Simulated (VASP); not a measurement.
Set up this calculation in VASP 6.6.1, as the native input.

```yaml
Task: single point
Functional: r2SCAN
Potentials_or_basis: VASP PAW PBE potentials, release 64 (Pb_d, Se)
Cutoff: 520 eV
k_mesh: 10 × 10 × 10
Occupations: gaussian, width 0.05 eV
Spin: no spin polarisation
Dipole_correction: no
Further_INCAR_settings: ALGO = Normal; EDIFF = 1e-06; NBANDS = 17
```

The system is PbSe.

```
Pb Se
1.0
     0.00000    3.23261    2.74772
     3.23261    0.00000    2.74772
     3.23261    3.23261    0.00000
Pb Se
1 1
Direct
  0.00000 0.00000 0.00000
  0.50000 0.50000 0.50000
```

This cell differs from its parent crystal: ratio of the length along z to the lengths across it x 0.85, volume and fractional coordinates fixed.

One way to write it, as run:

POSCAR

```
PbSe
1.0
    0.0000000000      3.2326112919      2.7477195981
    3.2326112919      0.0000000000      2.7477195981
    3.2326112919      3.2326112919      0.0000000000
Pb Se
1 1
Direct
    0.0000000000      0.0000000000      0.0000000000
    0.5000000000      0.5000000000      0.5000000000
```

INCAR.step1

```
PREC = Accurate ; ENCUT = 520
ISMEAR = 0 ; SIGMA = 0.05
LREAL = False ; LASPH = True
NELM = 80 ; NBANDS = 17
GGA = PE ; ALGO = Normal
EDIFF = 1E-4 ; LWAVE = True
LCHARG = False
```

INCAR.step2

```
PREC = Accurate ; ENCUT = 520
EDIFF = 1E-6 ; ISMEAR = 0
SIGMA = 0.05 ; LREAL = False
LASPH = True ; NELM = 80
ALGO = Normal ; ISIF = 2
LWAVE = False ; LCHARG = False
METAGGA = R2SCAN ; LMIXTAU = True
NBANDS = 17 ; ISTART = 1
```

KPOINTS

```
Automatic mesh
0
Gamma
  10 10 10
```

Potentials or basis: VASP PAW PBE potentials, release 64 (Pb_d, Se).

Launch:

```console
$ cat potpaw_PBE.64/Pb_d/POTCAR potpaw_PBE.64/Se/POTCAR > POTCAR
$ cp INCAR.step1 INCAR
$ mpirun -np 1 vasp_std > vasp.out
$ cp INCAR.step2 INCAR
$ mpirun -np 1 vasp_std > vasp.out
```

Results of the run:

* Pressure: 5.9 GPa
* Band gap on the k mesh: 0.23 eV (least direct gap 0.29 eV)

Caveat: the cell stands under pressure; the PAW data sets were made with another functional, which shifts forces and pressure a little; spin-orbit coupling is left out, which moves the levels of the heavy elements.

It took 4.9 min on 1 thread of Intel(R) Xeon(R) Platinum 8259CL CPU @ 2.50GHz (Skylake/Cascade Lake) (shared host), peak memory 0.26 GiB.
